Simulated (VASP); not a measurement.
# TiB2: single point with PBEsol

The system is TiB2.

```
Ti B
1.0
     3.02920    0.00000    0.00000
    -1.51460    2.62336    0.00000
     0.00000    0.00000    3.22840
Ti B
1 2
Direct
  0.00000 0.00000 0.00000
  0.33333 0.66667 0.50000
  0.66667 0.33333 0.50000
```

- Program: VASP 6.6.1
- Task: single point
- Functional: PBEsol
- Potentials or basis: VASP PAW PBE potentials, release 64 (Ti_sv, B)
- Cutoff: 520 eV
- k mesh: 15 × 15 × 13
- Occupations: fermi-dirac, width 0.08 eV
- Spin: no spin polarisation

```json
{
 "Pressure": "-4.7 GPa",
 "Band gap on the k mesh": "zero (bands 9 and 10 overlap by 0.46 eV)"
}
```

Stress tensor (GPa, compression positive):
```
-3.75  0.00  0.00
 0.00 -3.75  0.00
 0.00  0.00 -6.68
```

Levels at points of the mesh, in eV from the Fermi level:
```csv
k point,band 7,band 8,band 9,band 10,band 11,band 12
"(0.00, 0.00, 0.00)",-2.60,-2.32,-2.16,1.88,1.88,3.67
```

Wall time 24 s on 1 thread of Intel(R) Xeon(R) 6975P-C (Granite Rapids), with other jobs on the host, peak memory 0.2 GiB.

Caveat: the cell stands under tension; the PAW data sets were made with another functional, which shifts forces and pressure a little.
